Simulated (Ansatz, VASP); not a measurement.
# Two plane-wave programs on SnS2

```xyz
3
Lattice="3.6390 0.0000 0.0000 -1.8195 3.1515 0.0000 0.0000 0.0000 5.8680" Properties=species:S:1:pos:R:3 pbc="T T T"
Sn    0.0000    0.0000    0.0000
S     0.0000    2.1010    1.4670
S     1.8195    1.0505    4.4010
```

Alike in both runs: task relaxation of cell and atoms; functional PBE; dispersion D3(BJ); k mesh 9 × 9 × 6; occupations gaussian, width 0.02 eV; no spin polarisation.

```csv
,VASP,Ansatz
version,VASP 6.6.1,Ansatz 0.2.0
potentials or method,"VASP PAW PBE potentials, release 64 (Sn_d, S), cutoff 600 eV","scalar-relativistic, plane waves, PAW"
valence electrons in the cell,26,26
```

Ansatz gave:

| Item | Value |
| --- | --- |
| gap on the k mesh at the Fermi level, each at its own relaxed structure (eV) | 1.24 |
| relaxed volume (Å³/atom) | 22.57 |
| relaxed cell length with the largest relative difference (Å) | 3.669 |

**Question.** What did VASP give for the same quantities?

**Answer.** gap on the k mesh at the Fermi level, each at its own relaxed structure (eV): 1.26; relaxed volume (Å³/atom): 22.55; relaxed cell length with the largest relative difference (Å): 3.667.
